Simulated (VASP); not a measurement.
A run of VASP 6.6.1:

POSCAR

```
ZrCu5
1.0
    0.0000000000      3.5225384550      3.5225384550
    3.5225384550      0.0000000000      3.5225384550
    3.5225384550      3.5225384550      0.0000000000
Zr Cu
1 5
Direct
    0.0000000000      0.0000000000      0.0000000000
    0.7500000000      0.7500000000      0.7500000000
    0.3758511654      0.8724465038      0.3758511654
    0.3758511654      0.3758511654      0.8724465038
    0.3758511654      0.3758511654      0.3758511654
    0.8724465038      0.3758511654      0.3758511654
```

The input INCAR.step1:

```
SYSTEM = ZrCu5
  PREC = Accurate
  ENCUT = 520
  ISMEAR = 0
  SIGMA = 0.1
  LREAL = .FALSE.
  LASPH = .TRUE.
  NELM = 60
  NBANDS = 42
  GGA = PE
  ALGO = Normal
  EDIFF = 1E-4
  LWAVE = .TRUE.
  LCHARG = .FALSE.
```

The input INCAR.step2:

```
SYSTEM = ZrCu5
  PREC = Accurate
  ENCUT = 520
  EDIFF = 1E-6
  ISMEAR = 0
  SIGMA = 0.1
  LREAL = .FALSE.
  LASPH = .TRUE.
  NELM = 60
  ALGO = Normal
  ISIF = 2
  LWAVE = .FALSE.
  LCHARG = .TRUE.
  METAGGA = R2SCAN
  LMIXTAU = .TRUE.
  LELF = .TRUE.
  LVHAR = .TRUE.
  NBANDS = 42
  ISTART = 1
```

KPOINTS

```
Automatic mesh
0
G
  10 10 10
  0 0 0
```

Potentials or basis: VASP PAW PBE potentials, release 64 (Zr_sv, Cu).

The run is started by

```sh
$ cat potpaw_PBE.64/Zr_sv/POTCAR potpaw_PBE.64/Cu/POTCAR > POTCAR
$ cp INCAR.step1 INCAR
$ mpirun -np 1 vasp_std > vasp.out
$ cp INCAR.step2 INCAR
$ mpirun -np 1 vasp_std > vasp.out
```

Hardware: 1 thread of Intel(R) Xeon(R) Platinum 8375C CPU @ 2.90GHz (Ice Lake), with other jobs on the host.

Question: How long does it take, and how much memory?

Answer: Run time: 10 min on 1 thread of Intel(R) Xeon(R) Platinum 8375C CPU @ 2.90GHz (Ice Lake), with other jobs on the host, peak memory 0.34 GiB. Counts: k points 47.
